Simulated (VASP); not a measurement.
# AlAu (Pm-3m) in VASP: further runs

The runs below take AlAu through single point, with r2SCAN.

Program: VASP 6.6.1. These are calculated values, not measurements. Logs are shortened: lines on timing, memory, paths and dates and some standing lists are left out, and cuts for length are marked.

**1. The cell of the first run**

It takes space group Pm-3m (No. 221, cubic). The conventional cell has a = 3.169 Å, b = 3.169 Å, c = 3.169 Å, α = 90.00°, β = 90.00°, γ = 90.00°. Within 3.6 Å of Al (site symmetry m-3m) lie 8 Au at 2.74 Å and 6 Al at 3.17 Å. Within 3.6 Å of Au (site symmetry m-3m) lie 8 Al at 2.74 Å and 6 Au at 3.17 Å.

**2. Single point, r2SCAN**

POSCAR

```
AlAu
1.0
    3.1692883570      0.0000000000      0.0000000000
    0.0000000000      3.1692883570      0.0000000000
    0.0000000000      0.0000000000      3.1692883570
Al Au
1 1
Direct
    0.0000000000      0.0000000000      0.0000000000
    0.5000000000      0.5000000000      0.5000000000
```

INCAR.step1

```
SYSTEM = AlAu
PREC = Accurate
ENCUT = 520
ISMEAR = -1
SIGMA = 0.1
LREAL = .False.
LASPH = .True.
NELM = 100
NBANDS = 14
GGA = PE
ALGO = Normal
EDIFF = 1E-4
LWAVE = .True.
LCHARG = .False.
```

INCAR.step2

```
SYSTEM = AlAu
PREC = Accurate
ENCUT = 520
EDIFF = 1E-6
ISMEAR = -1
SIGMA = 0.1
LREAL = .False.
LASPH = .True.
NELM = 100
ALGO = Normal
ISIF = 2
LWAVE = .False.
LCHARG = .False.
METAGGA = R2SCAN
LMIXTAU = .True.
NBANDS = 14
ISTART = 1
```

KPOINTS

```
regular mesh
0
Gamma
  9 9 9
  0 0 0
```

Potentials or basis: VASP PAW PBE potentials, release 64 (Al, Au).

The run is started by

```console
> cat potpaw_PBE.64/Al/POTCAR potpaw_PBE.64/Au/POTCAR > POTCAR
> cp INCAR.step1 INCAR
> mpirun -np 1 vasp_std > vasp.out
> cp INCAR.step2 INCAR
> mpirun -np 1 vasp_std > vasp.out
```

OUTCAR:

```text
SYSTEM = AlAu
   PREC = Accurate
   ENCUT = 520
   EDIFF = 1E-6
   ISMEAR = -1
   LREAL = .False.
   LASPH = .True.
   NELM = 100
   ISIF = 2
   METAGGA = R2SCAN
   ISTART = 1

 ion  position               nearest neighbor table
   1  0.000  0.000  0.000-   2 2.74   2 2.74   2 2.74   2 2.74   2 2.74   2 2.74   2 2.74   2 2.74

   2  0.500  0.500  0.500-   1 2.74   1 2.74   1 2.74   1 2.74   1 2.74   1 2.74   1 2.74   1 2.74

  LATTYP: Found a simple cubic cell.
 ALAT       =     3.1692883570

  Lattice vectors:

 A1 = (   3.1692883570,   0.0000000000,   0.0000000000)
 A2 = (   0.0000000000,   3.1692883570,   0.0000000000)
 A3 = (   0.0000000000,   0.0000000000,   3.1692883570)

Analysis of symmetry for initial positions (statically):
=====================================================================
 Subroutine PRICEL returns:
 Original cell was already a primitive cell.

 Routine SETGRP: Setting up the symmetry group for a
 simple cubic supercell.

 Subroutine GETGRP returns: Found 48 space group operations
 (whereof 48 operations were pure point group operations)
 out of a pool of 48 trial point group operations.

The static configuration has the point symmetry O_h .

Analysis of symmetry for dynamics (positions and initial velocities):
=====================================================================
 Subroutine PRICEL returns:
 Original cell was already a primitive cell.

 Routine SETGRP: Setting up the symmetry group for a
 simple cubic supercell.

 Subroutine GETGRP returns: Found 48 space group operations
 (whereof 48 operations were pure point group operations)
 out of a pool of 48 trial point group operations.

The dynamic configuration has the point symmetry O_h .

 Subroutine INISYM returns: Found 48 space group operations
 (whereof 48 operations are pure point group operations),
 and found     1 'primitive' translations

----------------------------------------------------------------------------------------

                                     Primitive cell

  volume of cell :      31.8336

  direct lattice vectors                    reciprocal lattice vectors
     3.169288357  0.000000000  0.000000000     0.315528247  0.000000000  0.000000000
     0.000000000  3.169288357  0.000000000     0.000000000  0.315528247  0.000000000
     0.000000000  0.000000000  3.169288357     0.000000000  0.000000000  0.315528247

  length of vectors
     3.169288357  3.169288357  3.169288357     0.315528247  0.315528247  0.315528247

  position of ions in fractional coordinates (direct lattice)
     0.000000000  0.000000000  0.000000000
     0.500000000  0.500000000  0.500000000

  ion indices of the primitive-cell ions
   primitive index   ion index
                 1           1
                 2           2

----------------------------------------------------------------------------------------

 KPOINTS: regular mesh

Automatic generation of k-mesh.
 Grid dimensions read from file:
 generate k-points for:    9    9    9

 Generating k-lattice:

  Cartesian coordinates                     Fractional coordinates (reciprocal lattice)
     0.035058694  0.000000000  0.000000000     0.111111111  0.000000000  0.000000000
     0.000000000  0.035058694  0.000000000     0.000000000  0.111111111  0.000000000
     0.000000000  0.000000000  0.035058694     0.000000000  0.000000000  0.111111111

  Length of vectors
     0.035058694  0.035058694  0.035058694

  Shift w.r.t. Gamma in fractional coordinates (k-lattice)
     0.000000000  0.000000000  0.000000000

 Subroutine IBZKPT returns following result:
 ===========================================

 Found     35 irreducible k-points:

 Following reciprocal coordinates:
            Coordinates               Weight
  0.000000  0.000000  0.000000      1.000000
  0.111111  0.000000  0.000000      6.000000
  0.222222  0.000000  0.000000      6.000000
  0.333333  0.000000  0.000000      6.000000
  0.444444  0.000000  0.000000      6.000000
  0.111111  0.111111  0.000000     12.000000
[... 16 lines left out ...]
  0.333333  0.333333  0.111111     24.000000
  0.444444  0.333333  0.111111     48.000000
 [... further k-points ...]
   k-points           NKPTS =     35   k-points in BZ     NKDIM =     35   number of bands    NBANDS=     14
   number of dos      NEDOS =    301   number of ions     NIONS =      2
   total plane-waves  NPLWV =  13824
   dimension x,y,z NGX =    24 NGY =   24 NGZ =   24
   dimension x,y,z NGXF=    48 NGYF=   48 NGZF=   48
   ions per type =               1   1
   NGX,Y,Z   is equivalent  to a cutoff of  12.59, 12.59, 12.59 a.u.
   NGXF,Y,Z  is equivalent  to a cutoff of  25.18, 25.18, 25.18 a.u.
 SYSTEM =  AlAu
   PREC   = accura    normal or accurate (medium, high low for compatibility)
   ISTART =      1    job   : 0-new  1-cont  2-samecut
   ICHARG =      0    charge: 1-file 2-atom 10-const
   ISPIN  =      1    spin polarized calculation?
   LNONCOLLINEAR =      F non collinear calculations
   LSORBIT =      F    spin-orbit coupling
   LASPH  =      T    aspherical Exc in radial PAW
   ENCUT  =  520.0 eV  38.22 Ry    6.18 a.u.   5.89  5.89  5.89*2*pi/ulx,y,z
   NELM   =    100;   NELMIN=  2; NELMDL=  0     # of ELM steps
   EDIFF  = 0.1E-05   stopping-criterion for ELM
   LREAL  =      F    real-space projection
   EDIFFG = 0.1E-04   stopping-criterion for IOM
   NSW    =      0    number of steps for IOM
   IBRION =     -1    ionic relax: 0-MD 1-quasi-New 2-CG
   NFREE  =      0    steps in history (QN), initial steepest desc. (CG)
   ISIF   =      2    stress and relaxation
   ISYM   =      2    0-nonsym 1-usesym 2-fastsym
   POTIM  = 0.5000    time-step for ionic-motion
   TEBEG  =    0.0;   TEEND  =   0.0 temperature during run
   PSTRESS=    0.0 pullay stress
   NELECT =      14.0000    total number of electrons
   NUPDOWN=      -1.0000    fix difference up-down
   EMIN   =  10.00;   EMAX   =-10.00  energy-range for DOS
   EFERMI =   0.00;   METHOD = LEGACY
   ISMEAR =    -1;   SIGMA  =   0.10  broadening in eV -4-tet -1-fermi 0-gaus
   EFERMI_NEDOS =   21; number of points for ismear=-14 and -15
   IALGO  =     38    algorithm
   IMIX   =      4    mixing-type and parameters
     AMIX     =   0.40;   BMIX     =  1.00
     AMIX_MAG =   1.60;   BMIX_MAG =  1.00
  volume/ion in A,a.u.               =      15.92       107.41
  Fermi-wavevector in a.u.,A,eV,Ry     =   1.244961  2.352635 21.088050  1.549928
  Thomas-Fermi vector in A             =   2.379204
   LORBIT       =      0    0 simple, 1 ext, 2 COOP (PROOUT), +10 PAW based schemes
   METAGGA = R2SCAN    functional components
   LHFCALC =     F    Hartree Fock is set to
   AEXX    =    0.0000 exact exchange contribution
   IVDW    =     0    specifies the selected vdW correction
   LEPSILON=     F    determine dielectric tensor
   LRPA    =     F    only Hartree local field effects (RPA)
 non-spin polarized calculation
  energy-cutoff  :      520.00
  volume of cell :       31.83
 maximum number of plane-waves:       876
 NGX is ok and might be reduce to    24
   NGX = 11   NGY = 11   NGZ = 11

 number of electron      14.0000003 magnetization

 Free energy of the ion-electron system (eV)
  ---------------------------------------------------
  ext. energy  EPLUGINS =         0.00000000
  ---------------------------------------------------
  free energy    TOTEN  =       -57.81435933 eV

  energy without entropy =      -57.79695388  energy(sigma->0) =      -57.80565661

 E-fermi :  10.3882     XC(G=0): -12.7313

 val. band max:       10.3260682109   @ k =   0.2222   0.2222   0.0000
 cond. band min:      10.4510666894   @ k =   0.3333   0.3333   0.1111
 fundamental gap:      0.1249984785
 Fermi energy:        10.3882447387

 k-point     1 :       0.0000    0.0000    0.0000
  band No.  band energies     occupation
      1      -2.1703      2.00000
      2       2.9576      2.00000
      3       2.9576      2.00000
      4       5.1257      2.00000
      5       5.1257      2.00000
      6       5.1257      2.00000
      7      13.3393      0.00000
      8      13.3393      0.00000
      9      13.3393      0.00000
     10      18.0613      0.00000
     11      18.0613      0.00000
     12      18.3768      0.00000
     13      28.0123      0.00000
     14      28.0123      0.00000

 k-point     2 :       0.1111    0.0000    0.0000
  band No.  band energies     occupation
      1      -1.9492      2.00000
      2       3.0032      2.00000
      3       3.0398      2.00000
      4       4.9862      2.00000
      5       4.9862      2.00000
      6       5.1409      2.00000
      7      11.8861      0.00000
      8      13.6832      0.00000
      9      13.6832      0.00000
     10      17.8188      0.00000
     11      18.3209      0.00000
     12      19.9893      0.00000
     13      26.3200      0.00000
     14      26.3200      0.00000

 k-point     3 :       0.2222    0.0000    0.0000
  band No.  band energies     occupation
      1      -1.3065      2.00000
      2       3.1219      2.00000
      3       3.2081      2.00000
      4       4.6626      2.00000
      5       4.6626      2.00000
      6       5.1796      2.00000
      7       9.6032      1.99922
      8      14.6186      0.00000
      9      14.6186      0.00000
     10      17.2287      0.00000
     11      18.6431      0.00000
     12      23.1210      0.00000
     13      23.9562      0.00000
     14      23.9562      0.00000
[... 324 lines left out ...]
 k-point    23 :       0.3333    0.3333    0.1111
  band No.  band energies     occupation
      1       1.2308      2.00000
      2       2.9035      2.00000
      3       3.9924      2.00000
      4       4.1212      2.00000
      5       4.7484      2.00000
      6       4.7528      2.00000
      7       8.8955      2.00000
      8      10.4511      0.69583
      9      14.6985      0.00000
     10      16.0076      0.00000
     11      20.1018      0.00000
     12      21.3200      0.00000
     13      21.7801      0.00000
     14      26.5802      0.00000

 k-point    24 :       0.4444    0.3333    0.1111
  band No.  band energies     occupation
      1       1.6395      2.00000
      2       2.8760      2.00000
      3       3.8558      2.00000
      4       4.1259      2.00000
      5       4.8168      2.00000
      6       5.7690      2.00000
      7       7.3975      2.00000
      8      11.0991      0.00163
      9      13.0477      0.00000
     10      16.7812      0.00000
     11      19.2731      0.00000
     12      20.8894      0.00000
     13      23.1173      0.00000
     14      25.0249      0.00000

 [... further k-points ...]
[... 5 lines left out ...]
  --------------------------------------------------------------------------------------
  -------------------------------------------------------------------------------------
  Total        0.2674255      0.2674255      0.2674255     -0.0000000      0.0000000     -0.0000000
  in kB       13.4594761     13.4594761     13.4594761     -0.0000000      0.0000000     -0.0000000
  external PRESSURE =      13.4594761 kB  Pullay stress =       0.0000000 kB

 VOLUME and BASIS-vectors are now :
 -----------------------------------------------------------------------------
  energy-cutoff  :      520.00
  volume of cell :       31.83
      direct lattice vectors                 reciprocal lattice vectors
     3.169288357  0.000000000  0.000000000     0.315528247  0.000000000  0.000000000
     0.000000000  3.169288357  0.000000000     0.000000000  0.315528247  0.000000000
     0.000000000  0.000000000  3.169288357     0.000000000  0.000000000  0.315528247

 POSITION                                       TOTAL-FORCE (eV/Angst)
 -----------------------------------------------------------------------------------
      0.00000      0.00000      0.00000         0.000000      0.000000      0.000000
      1.58464      1.58464      1.58464         0.000000      0.000000      0.000000
 -----------------------------------------------------------------------------------
    total drift:                                0.000000     -0.000000     -0.000000

  FREE ENERGIE OF THE ION-ELECTRON SYSTEM (eV)
  ---------------------------------------------------
  free  energy   TOTEN  =       -57.8143593310 eV

  energy  without entropy=      -57.7969538841  energy(sigma->0) =      -57.80565661
```

Run time: 56 s. Hardware: 1 thread of AMD EPYC 7R13 (Zen 3), shared host; peak memory 0.12 GiB.

What came out:

```
Free energy            : -57.8144 eV
Pressure               : 1.3 GPa
Band gap on the k mesh : zero (band 7 reaches 13.34 eV, above the bottom of band 8 at 9.44 eV)
```

Caveat: the PAW data sets were made with another functional, which shifts forces and pressure a little; spin-orbit coupling is left out, which moves the levels of the heavy elements.

**3. Single point, r2SCAN**

This run uses another cell than the first one, of 16.42 Å³/atom, 1.032 times its volume.

POSCAR

```
AlAu
1.0
    3.2023041534      0.0000000000      0.0000000000
    0.0000000000      3.2023041534      0.0000000000
    0.0000000000      0.0000000000      3.2023041534
Al Au
1 1
Direct
    0.0000000000      0.0000000000      0.0000000000
    0.5000000000      0.5000000000      0.5000000000
```

INCAR.step1

```
  ALGO = Normal
  EDIFF = 1E-4
  ENCUT = 520
  GGA = PE
  ISMEAR = -1
  LASPH = True
  LCHARG = False
  LREAL = False
  LWAVE = True
  NBANDS = 14
  NELM = 60
  PREC = Accurate
  SIGMA = 0.1
```

INCAR.step2

```
  ALGO = Normal
  EDIFF = 1E-6
  ENCUT = 520
  ISIF = 2
  ISMEAR = -1
  ISTART = 1
  LASPH = True
  LCHARG = False
  LMIXTAU = True
  LREAL = False
  LWAVE = False
  METAGGA = R2SCAN
  NBANDS = 14
  NELM = 60
  PREC = Accurate
  SIGMA = 0.1
```

KPOINTS

```
k-points
0
Gamma
  9 9 9
```

Potentials or basis: VASP PAW PBE potentials, release 64 (Al, Au).

The run is started by

```console
> cat potpaw_PBE.64/Al/POTCAR potpaw_PBE.64/Au/POTCAR > POTCAR
> cp INCAR.step1 INCAR
> mpirun -np 1 vasp_std > vasp.out
> cp INCAR.step2 INCAR
> mpirun -np 1 vasp_std > vasp.out
```

OUTCAR:

```text
EDIFF = 1E-6
   ENCUT = 520
   ISIF = 2
   ISMEAR = -1
   ISTART = 1
   LASPH = True
   LREAL = False
   METAGGA = R2SCAN
   NELM = 60
   PREC = Accurate

 ion  position               nearest neighbor table
   1  0.000  0.000  0.000-   2 2.77   2 2.77   2 2.77   2 2.77   2 2.77   2 2.77   2 2.77   2 2.77

   2  0.500  0.500  0.500-   1 2.77   1 2.77   1 2.77   1 2.77   1 2.77   1 2.77   1 2.77   1 2.77

  LATTYP: Found a simple cubic cell.
 ALAT       =     3.2023041534

  Lattice vectors:

 A1 = (   3.2023041534,   0.0000000000,   0.0000000000)
 A2 = (   0.0000000000,   3.2023041534,   0.0000000000)
 A3 = (   0.0000000000,   0.0000000000,   3.2023041534)

Analysis of symmetry for initial positions (statically):
=====================================================================
 Subroutine PRICEL returns:
 Original cell was already a primitive cell.

 Routine SETGRP: Setting up the symmetry group for a
 simple cubic supercell.

 Subroutine GETGRP returns: Found 48 space group operations
 (whereof 48 operations were pure point group operations)
 out of a pool of 48 trial point group operations.

[... 167 lines left out ...]
 Fermi energy:         9.8829743539

 k-point     1 :       0.0000    0.0000    0.0000
  band No.  band energies     occupation
      1      -2.3206      2.00000
      2       2.7377      2.00000
      3       2.7377      2.00000
      4       4.7816      2.00000
      5       4.7816      2.00000
      6       4.7816      2.00000
      7      12.8541      0.00000
      8      12.8541      0.00000
      9      12.8541      0.00000
     10      17.5260      0.00000
     11      17.5260      0.00000
     12      17.5288      0.00000
     13      27.4553      0.00000
     14      27.4553      0.00000
[... 377 lines left out ...]
      1       1.4217      2.00000
      2       2.6462      2.00000
      3       3.5815      2.00000
      4       3.8421      2.00000
      5       4.5015      2.00000
      6       5.4227      2.00000
      7       6.9920      2.00000
      8      10.5945      0.00162
      9      12.4630      0.00000
     10      16.1892      0.00000
     11      18.6644      0.00000
     12      20.2962      0.00000
     13      22.4640      0.00000
     14      24.3222      0.00000

 [... further k-points ...]
[... 5 lines left out ...]
  --------------------------------------------------------------------------------------
  -------------------------------------------------------------------------------------
  Total       -0.5712501     -0.5712501     -0.5712501     -0.0000000     -0.0000000      0.0000000
  in kB      -27.8707806    -27.8707806    -27.8707806     -0.0000000     -0.0000000      0.0000000
  external PRESSURE =     -27.8707806 kB  Pullay stress =       0.0000000 kB

 VOLUME and BASIS-vectors are now :
 -----------------------------------------------------------------------------
  energy-cutoff  :      520.00
  volume of cell :       32.84
      direct lattice vectors                 reciprocal lattice vectors
     3.202304153  0.000000000  0.000000000     0.312275147  0.000000000  0.000000000
     0.000000000  3.202304153  0.000000000     0.000000000  0.312275147  0.000000000
     0.000000000  0.000000000  3.202304153     0.000000000  0.000000000  0.312275147

 POSITION                                       TOTAL-FORCE (eV/Angst)
 -----------------------------------------------------------------------------------
      0.00000      0.00000      0.00000         0.000000      0.000000      0.000000
      1.60115      1.60115      1.60115         0.000000      0.000000      0.000000
 -----------------------------------------------------------------------------------
    total drift:                                0.000000     -0.000000     -0.000000

  FREE ENERGIE OF THE ION-ELECTRON SYSTEM (eV)
  ---------------------------------------------------
  free  energy   TOTEN  =       -57.8096411431 eV

  energy  without entropy=      -57.7906114768  energy(sigma->0) =      -57.80012631
```

It took 73 s on 1 thread of AMD EPYC 7R13 (Zen 3), shared host; peak memory 0.12 GiB.

What came out:

| Quantity | Value |
| --- | --- |
| Free energy | -57.8096 eV |
| Pressure | -2.8 GPa |
| Band gap on the k mesh | zero (band 7 reaches 12.85 eV, above the bottom of band 8 at 8.97 eV) |

Levels at points of the mesh, in eV from the Fermi level:
```
           k point  band 5  band 6  band 7  band 8  band 9  band 10
(0.00, 0.00, 0.00)   -5.10   -5.10    2.97    2.97    2.97     7.64
```

Caveat: the PAW data sets were made with another functional, which shifts forces and pressure a little; spin-orbit coupling is left out, which moves the levels of the heavy elements.

(Continued in part 2 of 2.)
